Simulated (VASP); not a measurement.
Runs of VASP 6.6.1 on NaI. The structure is cubic, space group Fm-3m (No. 225). The conventional cell has a = 6.459 Å, b = 6.459 Å, c = 6.459 Å, α = 90.00°, β = 90.00°, γ = 90.00°. Na (site symmetry m-3m) has 6 I at 3.23 Å within 4.2 Å. Within 4.2 Å of I (site symmetry m-3m) lie 6 Na at 3.23 Å. 

```tsv
level	k mesh	share of exact exchange	screening parameter	gap on the mesh (eV)	pressure (GPa)
PBE-based screened hybrid with 100 % exact exchange	4 × 4 × 4	1	0.2078 1/Å	(a)	-0.6
PBE-based global hybrid with 75 % exact exchange	4 × 4 × 4	0.75	-	(b)	-0.6
HSE06	2 × 2 × 2	0.25	0.2079 1/Å	4.74	2.2
PBE-based screened hybrid with 30 % exact exchange	4 × 4 × 4	0.3	0.5 1/Å	4.25	0.3
```

Alike in all rows: no spin polarisation; cell a = 4.567 Å, angles 60.0°, 2 atoms; smearing gaussian 0.01 eV.

Task: Fill in the values left out.

Result: (a) 7.98; (b) 8.97.

Caveats: all runs use coarse meshes; the PAW data sets were made with another functional, which shifts forces and pressure a little; spin-orbit coupling is left out, which moves the levels of the heavy elements.

A k mesh can miss the band edges, and the runs leave out spin-orbit coupling on I.
